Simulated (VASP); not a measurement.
A run of VASP 6.6.1:

File INCAR:

```
  PREC = Accurate
  ENCUT = 600
  EDIFF = 1E-7
  ISMEAR = -1
  SIGMA = 0.08
  LREAL = False
  LASPH = True
  NELM = 60
  ALGO = Normal
  ISIF = 3
  LWAVE = False
  LCHARG = False
  GGA = PE
  IBRION = 2
  NSW = 32
  EDIFFG = -0.005
  PSTRESS = 0.28
```

File KPOINTS:

```
Automatic mesh
0
Gamma
  11 11 11
```

The input POSCAR:

```
SnO2
1.0
    0.0000000000      2.5716667138      2.5716667138
    2.5716667138      0.0000000000      2.5716667138
    2.5716667138      2.5716667138      0.0000000000
Sn O
1 2
Direct
    0.0000000000      0.0000000000      0.0000000000
    0.2500000000      0.2500000000      0.2500000000
    0.7500000000      0.7500000000      0.7500000000
```

Potentials or basis: VASP PAW PBE potentials, release 64 (Sn_d, O).

Launch:

```sh
$ cat potpaw_PBE.64/Sn_d/POTCAR potpaw_PBE.64/O/POTCAR > POTCAR
$ mpirun -np 1 vasp_std > vasp.out
```

Hardware: 1 thread of Intel(R) Xeon(R) Platinum 8488C (Sapphire Rapids), with other jobs on the host.

Estimate the wall time of this run.

Run time: 83 s on 1 thread of Intel(R) Xeon(R) Platinum 8488C (Sapphire Rapids), on a shared host, peak memory 0.2 GiB. Counts: scf iterations 30, k points 56, ion steps 3.
